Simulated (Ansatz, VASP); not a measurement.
## One calculation of AlN, two programs

```
CELL_PARAMETERS angstrom
3.01349 0.00000 0.00000
-1.50675 2.60976 0.00000
0.00000 0.00000 5.05526
ATOMIC_POSITIONS crystal
Al 0.33333 0.66667 0.00070
Al 0.66667 0.33333 0.50070
N 0.33333 0.66667 0.37430
N 0.66667 0.33333 0.87430
```

Change from the starting cell: epitaxial_xy strain -3.0%.

Alike in both runs: task single point; functional HSE06; k mesh 6 × 6 × 4; no spin polarisation.

|  | VASP | Ansatz |
| --- | --- | --- |
| version | VASP 6.6.1 | Ansatz 0.2.0 |
| potentials or method | VASP PAW PBE potentials, release 64 (Al, N) | plane waves, PAW |
| plane-wave cutoff (eV) | 520 | 420 |
| occupations | gaussian, width 0.01 eV | fixed |
| valence electrons in the cell | 16 | 16 |

|  | VASP | Ansatz | Ansatz less VASP |
| --- | --- | --- | --- |
| gap on the k mesh at the Fermi level (eV) | 6.04 | 6.05 | +0.006 |
| pressure (GPa) | 10.2 | 10.3 | +0.09 |
| traceless stress, the component that is largest in VASP (GPa) | -11.08 | -11.05 | +0.028 |

Ansatz's warnings: stress exchange threshold loose, stress scf threshold loose.
